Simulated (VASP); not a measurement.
The system is HPbNO4.

```
CELL_PARAMETERS angstrom
4.19923 0.11117 0.16817
1.91600 3.89132 0.12568
1.76085 1.25259 6.37266
ATOMIC_POSITIONS crystal
H 0.89145 0.68202 0.62796
Pb 0.14426 0.92872 0.88352
N 0.25670 0.28861 0.30171
O 0.83108 0.65056 0.78405
O 0.38694 0.22380 0.11295
O 0.31104 0.03576 0.45856
O 0.07726 0.60633 0.32275
```

* Program: VASP 6.6.1
* Task: relaxation of cell and atoms
* Functional: PBEsol
* Dispersion: D3(BJ)
* Potentials or basis: VASP PAW PBE potentials, release 64 (H, Pb_d, N, O)
* Cutoff: 600 eV
* k mesh: 5 × 5 × 3
* Occupations: fermi-dirac, width 0.05 eV
* Spin: no spin polarisation

At the start: pressure -3.0 GPa; volume 14.48 Å³/atom.

Where does the relaxation end?

Over 58 steps the energy falls by 11.5 meV/atom and the volume is 13.17 Å³/atom (-9.0 %); space group P1 (No. 1, to 0.1 Å) before and after.

Step by step:
```csv
step,energy change (eV),largest force (eV/Å),pressure (GPa),volume (Å³)
1,0.0000,0.3692,-3.03,101.39
3,-0.0378,0.7474,-0.27,98.23
5,-0.0575,0.2378,-0.37,96.14
7,-0.0596,0.2123,-0.01,95.71
9,-0.0682,0.2655,0.28,94.31
11,-0.0696,0.4142,0.49,93.52
13,-0.0738,0.1862,-0.15,92.89
15,-0.0745,0.1011,-0.12,92.73
17,-0.0754,0.0844,0.07,92.50
19,-0.0758,0.1135,0.15,92.39
21,-0.0772,0.1137,-0.05,92.36
23,-0.0776,0.1831,-0.23,92.33
25,-0.0786,0.1223,-0.12,92.26
27,-0.0793,0.0607,0.08,92.15
29,-0.0795,0.0639,0.12,92.17
31,-0.0797,0.0684,0.02,92.29
33,-0.0799,0.0624,-0.02,92.37
35,-0.0800,0.0381,-0.03,92.47
37,-0.0801,0.0333,-0.03,92.50
39,-0.0802,0.0494,-0.05,92.50
41,-0.0802,0.0508,-0.05,92.47
43,-0.0803,0.0729,-0.08,92.37
45,-0.0804,0.0307,-0.01,92.31
47,-0.0804,0.0191,0.00,92.30
49,-0.0804,0.0131,-0.01,92.29
51,-0.0805,0.0309,0.01,92.26
53,-0.0805,0.0116,0.00,92.25
55,-0.0805,0.0172,-0.01,92.24
57,-0.0805,0.0102,0.01,92.22
58,-0.0805,0.0073,0.01,92.22
```

Final structure:
```
CELL_PARAMETERS angstrom
4.08239 0.10946 0.16883
1.86768 3.69773 0.09087
1.71974 1.13601 6.26834
ATOMIC_POSITIONS crystal
H 0.90028 0.67760 0.61413
Pb 0.13647 0.94307 0.88377
N 0.25551 0.28632 0.30736
O 0.83462 0.65077 0.77454
O 0.39200 0.21101 0.11612
O 0.31177 0.02572 0.46588
O 0.06808 0.62131 0.32970
```

Caveat: the standard files for N, O and F lose accuracy on very short bonds; the PAW data sets were made with another functional, which shifts forces and pressure a little.
